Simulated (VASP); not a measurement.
Crystal: CaInC4N4.

```
CELL_PARAMETERS angstrom
6.21344 0.00000 0.00000
0.00000 6.21344 0.00000
0.00000 0.00000 6.21344
ATOMIC_POSITIONS crystal
Ca 0.50000 0.50000 0.50000
In 0.00000 0.00000 0.00000
C 0.18593 0.18593 0.18593
C 0.18593 0.81407 0.81407
C 0.81407 0.18593 0.81407
C 0.81407 0.81407 0.18593
N 0.29465 0.29465 0.29465
N 0.29465 0.70535 0.70535
N 0.70535 0.29465 0.70535
N 0.70535 0.70535 0.29465
```

* Program: VASP 6.6.1
* Task: relaxation of cell and atoms
* Functional: PBE
* Potentials or basis: VASP PAW PBE potentials, release 64 (Ca_sv, In_d, C, N)
* Cutoff: 600 eV
* k mesh: 4 × 4 × 4
* Occupations: gaussian, width 0.1 eV
* Spin: no spin polarisation

At the start: pressure 8.3 GPa; volume 23.99 Å³/atom.

Problem. How do energy, volume and symmetry change on relaxing?

Solution. Over 17 steps the energy falls by 114.6 meV/atom and the volume is 28.39 Å³/atom (+18.4 %); space group P-43m (No. 215, to 0.1 Å) before and after.

Step by step:
```tsv
step	energy change (eV)	largest force (eV/Å)	pressure (GPa)	volume (Å³)
1	0.0000	1.8934	8.32	239.88
2	-0.5247	6.6465	4.20	285.78
3	-0.8252	3.5587	5.13	266.56
4	-1.0755	1.7911	-1.67	286.82
5	-1.1343	0.3086	0.20	280.36
6	-1.1342	0.2401	0.28	280.08
7	-1.1364	0.1798	0.23	280.82
8	-1.1396	0.2250	0.09	283.04
9	-1.1408	0.2229	-0.19	284.02
10	-1.1408	0.2062	-0.16	283.95
11	-1.1421	0.1576	-0.18	284.45
12	-1.1435	0.0616	-0.23	285.73
13	-1.1442	0.0716	-0.16	285.35
14	-1.1453	0.0966	0.00	284.39
15	-1.1454	0.1055	0.06	284.05
16	-1.1454	0.0856	-0.03	283.82
17	-1.1455	0.0066	0.01	283.93
```

Final structure:
```
CELL_PARAMETERS angstrom
6.57256 0.00000 0.00000
0.00000 6.57256 0.00000
0.00000 0.00000 6.57256
ATOMIC_POSITIONS crystal
Ca 0.50000 0.50000 0.50000
In 0.00000 0.00000 0.00000
C 0.19030 0.19030 0.19030
C 0.19030 0.80970 0.80970
C 0.80970 0.19030 0.80970
C 0.80970 0.80970 0.19030
N 0.29370 0.29370 0.29370
N 0.29370 0.70630 0.70630
N 0.70630 0.29370 0.70630
N 0.70630 0.70630 0.29370
```

Caveat: the volume moved by over 15 % at a fixed basis, so the end points are rough; an odd number of electrons without spin polarisation forces a metal; a magnetic or distorted state may lie lower.
